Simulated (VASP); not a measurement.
Cd3HgO4: single point with PBE

The system is Cd3HgO4.

```
CELL_PARAMETERS angstrom
4.77460 0.00000 0.00000
0.00000 4.77460 0.00000
-2.38730 -2.38730 4.88055
ATOMIC_POSITIONS crystal
Cd 0.75000 0.25000 0.50000
Cd 0.25000 0.75000 0.50000
Cd 0.50000 0.50000 0.00000
Hg 0.00000 0.00000 0.00000
O 0.50000 0.00000 0.00000
O 0.73991 0.73991 0.47981
O 0.00000 0.50000 0.00000
O 0.26010 0.26010 0.52019
```

* Program: VASP 6.6.1
* Task: single point
* Functional: PBE
* Potentials or basis: VASP PAW PBE potentials, release 64 (Cd_sv_GW, Hg_sv_GW, O)
* Cutoff: 600 eV
* k mesh: 6 × 6 × 6
* Occupations: gaussian, width 0.2 eV
* Spin: no spin polarisation

```
Pressure               : -0.6 GPa
Largest force          : 0.011 eV/Å
Band gap on the k mesh : zero (bands 52 and 53 overlap by 1.57 eV)
```

Forces in eV/Å, atoms in the order of the input:
```
Cd   0.000  0.000  0.000
Cd   0.000  0.000  0.000
Cd   0.000  0.000  0.000
Hg   0.000  0.000  0.000
O    0.000  0.000  0.000
O    0.000  0.000 -0.011
O    0.000  0.000  0.000
O    0.000  0.000  0.011
```

Stress tensor (GPa, compression positive):
```
-0.55  0.00  0.00
 0.00 -0.55  0.00
 0.00  0.00 -0.65
```

Levels at points of the mesh, in eV from the Fermi level:
```tsv
k point	band 48	band 49	band 50	band 51	band 52	band 53	band 54	band 55	band 56	band 57
(0.00, 0.00, 0.00)	-2.28	-2.22	-1.70	-1.70	-1.62	-1.36	2.31	4.71	4.97	7.39
(0.50, 0.00, 0.00)	-1.94	-1.36	-1.29	-1.00	-0.90	2.76	3.23	4.74	5.57	6.59
(0.50, 0.50, 0.00)	-0.57	-0.55	-0.42	-0.21	0.21	3.88	3.90	3.98	4.46	5.86
(0.00, 0.00, 0.50)	-2.41	-2.09	-2.09	-1.84	-1.84	1.23	2.65	3.16	3.40	7.73
```

Wall time 5.4 min on 1 thread of Intel(R) Xeon(R) Platinum 8488C (Sapphire Rapids), on a shared host, peak memory 0.43 GiB.

Caveat: spin-orbit coupling is left out, which moves the levels of the heavy elements.
